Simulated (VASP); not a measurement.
The system is Dy5C.

```
Dy C
1.0
     0.00000    4.14474    4.14474
     4.14474    0.00000    4.14474
     4.14474    4.14474    0.00000
Dy C
5 1
Direct
  0.62475 0.12574 0.62475
  0.25000 0.25000 0.25000
  0.12574 0.62475 0.62475
  0.62475 0.62475 0.62475
  0.62475 0.62475 0.12574
  0.00000 0.00000 0.00000
```

The cell was built from a structure type or drawn by symmetry, and may not be a known phase.

| Item | Value |
| --- | --- |
| Program | VASP 6.6.1 |
| Task | relaxation of cell and atoms |
| Functional | PBE |
| Potentials or basis | VASP PAW PBE potentials, release 64 (Dy_3, C), 4f in core |
| Cutoff | 600 eV |
| k mesh | 4 × 4 × 4 |
| Occupations | gaussian, width 0.2 eV |
| Spin | no spin polarisation |

At the start: pressure 10.2 GPa; volume 23.73 Å³/atom.

Question: How do energy, volume and symmetry change on relaxing?

Answer: Over 4 steps the energy falls by 156.4 meV/atom and the volume is 29.46 Å³/atom (+24.1 %); space group F-43m (No. 216, to 0.1 Å) before and after.

The path:
| step | energy change (eV) | largest force (eV/Å) | pressure (GPa) | volume (Å³) |
| --- | --- | --- | --- | --- |
| 1 | 0.0000 | 0.3065 | 10.24 | 142.40 |
| 2 | -0.9290 | 0.2960 | 0.08 | 176.01 |
| 3 | -0.9290 | 0.2967 | 0.07 | 176.08 |
| 4 | -0.9385 | 0.0359 | -0.01 | 176.75 |

Final structure:
```
Dy C
1.0
     0.00000    4.45426    4.45426
     4.45426    0.00000    4.45426
     4.45426    4.45426    0.00000
Dy C
5 1
Direct
  0.62486 0.12541 0.62486
  0.25000 0.25000 0.25000
  0.12541 0.62486 0.62486
  0.62486 0.62486 0.62486
  0.62486 0.62486 0.12541
  0.00000 0.00000 0.00000
```

Caveat: the volume moved by over 15 % at a fixed basis, so the end points are rough; the relaxation stopped at a loose force limit of 0.08 eV/Å, so its end isn't a converged minimum.
